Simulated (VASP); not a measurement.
## Re: single point with PBEsol

Crystal: Re.

```
CELL_PARAMETERS angstrom
0.00000 2.54122 2.54122
2.54122 0.00000 2.54122
2.54122 2.54122 0.00000
ATOMIC_POSITIONS crystal
Re 0.87500 0.87500 0.87500
Re 0.12500 0.12500 0.12500
```

This cell differs from its parent crystal: volume scaled by 0.75.

* Program: VASP 6.6.1
* Task: single point
* Functional: PBEsol
* Potentials or basis: VASP PAW PBE potentials, release 64 (Re)
* Cutoff: 520 eV
* k mesh: 12 × 12 × 12
* Occupations: fermi-dirac, width 0.05 eV
* Spin: no spin polarisation

```yaml
Pressure: 91.1 GPa
Band_gap_on_the_k_mesh: zero (band 7 reaches 7.34 eV, above the bottom of band 8 at 5.47 eV)
```

Levels at points of the mesh, in eV from the Fermi level:
```
           k point  band 3  band 4  band 5  band 6  band 7  band 8  band 9  band 10  band 11  band 12
(0.00, 0.00, 0.00)   -4.90   -3.06   -3.06   -3.06    0.81    0.81    0.81     6.16     6.16    11.94
(0.50, 0.00, 0.00)   -4.46   -4.46   -3.67   -3.67   -0.75    2.57    2.57     4.69     4.69     5.29
(0.50, 0.50, 0.00)   -3.61   -3.61   -1.57   -1.57   -0.52   -0.52    5.15     5.15     5.84     5.84
```

It took 15 s on 1 thread of Intel(R) Xeon(R) 6975P-C (Granite Rapids), with other jobs on the host, peak memory 0.17 GiB.

Caveat: the PAW data sets were made with another functional, which shifts forces and pressure a little; spin-orbit coupling is left out, which moves the levels of the heavy elements.
